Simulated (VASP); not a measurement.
Input of a VASP 6.6.1 run:

The input INCAR:

```
SYSTEM = AlNi
ALGO     = Normal         ! electronic algorithm
EDIFF    = 1E-6           ! SCF threshold, eV
ENCUT    = 520            ! plane-wave cutoff, eV
GGA      = PE             ! functional
ISIF     = 2              ! what is computed and relaxed
ISMEAR   = 0              ! smearing method
LASPH    = .True.         ! aspherical terms in the spheres
LCHARG   = .True.         ! write CHGCAR
LELF     = .True.         ! ELF
LREAL    = .False.        ! projectors in reciprocal space
LVHAR    = .True.       
LWAVE    = .False.        ! write WAVECAR
NBANDS   = 14             ! bands
NELM     = 100            ! most SCF steps
PREC     = Accurate       ! precision mode
SIGMA    = 0.1            ! smearing width, eV
```

KPOINTS

```
k-points
0
Gamma
  20 20 20
  0 0 0
```

Contents of POSCAR:

```
AlNi
1.0
    2.8929547311      0.0000000000      0.0000000000
    0.0000000000      2.8929547311      0.0000000000
    0.0000000000      0.0000000000      2.8929547311
Al Ni
1 1
Direct
    0.0000000000      0.0000000000      0.0000000000
    0.5000000000      0.5000000000      0.5000000000
```

Potentials or basis: VASP PAW PBE potentials, release 64 (Al, Ni).

Launch:

```console
$ cat potpaw_PBE.64/Al/POTCAR potpaw_PBE.64/Ni/POTCAR > POTCAR
$ mpirun -np 1 vasp_std > vasp.out
```

(1) Estimate the pressure.

(2) Predict the band gap on the k mesh.

Results:

(1) 0.1 GPa.

(2) zero (an odd number of electrons rules out a gap without spin polarisation).
